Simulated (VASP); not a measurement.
Wanted: the native input for a VASP 6.6.1 run.

```yaml
Task: single point
Functional: r2SCAN
Potentials_or_basis: VASP PAW PBE potentials, release 64 (Zr_sv)
Cutoff: 520 eV
k_mesh: 12 × 12 × 14
Occupations: gaussian, width 0.1 eV
Spin: no spin polarisation
Dipole_correction: no
Further_INCAR_settings: ALGO = Normal; EDIFF = 1e-06; NBANDS = 25
```

The system is Zr.

```
CELL_PARAMETERS angstrom
4.98497 0.00000 0.00000
-2.49248 4.31711 0.00000
0.00000 0.00000 3.13008
ATOMIC_POSITIONS crystal
Zr 0.66667 0.33333 0.50000
Zr 0.33333 0.66667 0.50000
Zr 0.00000 0.00000 0.00000
```

This cell differs from its parent crystal: volume scaled by 0.97, then relaxed in part.

These files were run (other wordings do the same):

POSCAR

```
Zr
1.0
    4.9849683009      0.0000000000      0.0000000000
   -2.4924841505      4.3171091857      0.0000000000
    0.0000000000      0.0000000000      3.1300802139
Zr
3
Direct
    0.6666666667      0.3333333333      0.5000000000
    0.3333333333      0.6666666667      0.5000000000
    0.0000000000      0.0000000000      0.0000000000
```

INCAR.step1

```
PREC = Accurate
ENCUT = 520
ISMEAR = 0
SIGMA = 0.1
LREAL = False
LASPH = True
NELM = 100
NBANDS = 25
GGA = PE
ALGO = Normal
EDIFF = 1E-4
LWAVE = True
LCHARG = False
```

INCAR.step2

```
PREC = Accurate
ENCUT = 520
EDIFF = 1E-6
ISMEAR = 0
SIGMA = 0.1
LREAL = False
LASPH = True
NELM = 100
ALGO = Normal
ISIF = 2
LWAVE = False
LCHARG = False
METAGGA = R2SCAN
LMIXTAU = True
NBANDS = 25
ISTART = 1
```

KPOINTS

```
Automatic mesh
0
Gamma
  12 12 14
```

Potentials or basis: VASP PAW PBE potentials, release 64 (Zr_sv).

The run is started by

```bash
$ cat potpaw_PBE.64/Zr_sv/POTCAR > POTCAR
$ cp INCAR.step1 INCAR
$ mpirun -np 1 vasp_std > vasp.out
$ cp INCAR.step2 INCAR
$ mpirun -np 1 vasp_std > vasp.out
```

Results of the run:

```
Pressure               : 3.1 GPa
Band gap on the k mesh : zero (band 18 reaches 9.77 eV, above the bottom of band 19 at 9.10 eV)
```

Caveat: the PAW data sets were made with another functional, which shifts forces and pressure a little.

It took 5.6 min on 1 thread of Intel(R) Xeon(R) 6975P-C (Granite Rapids), on a shared host, peak memory 0.33 GiB.
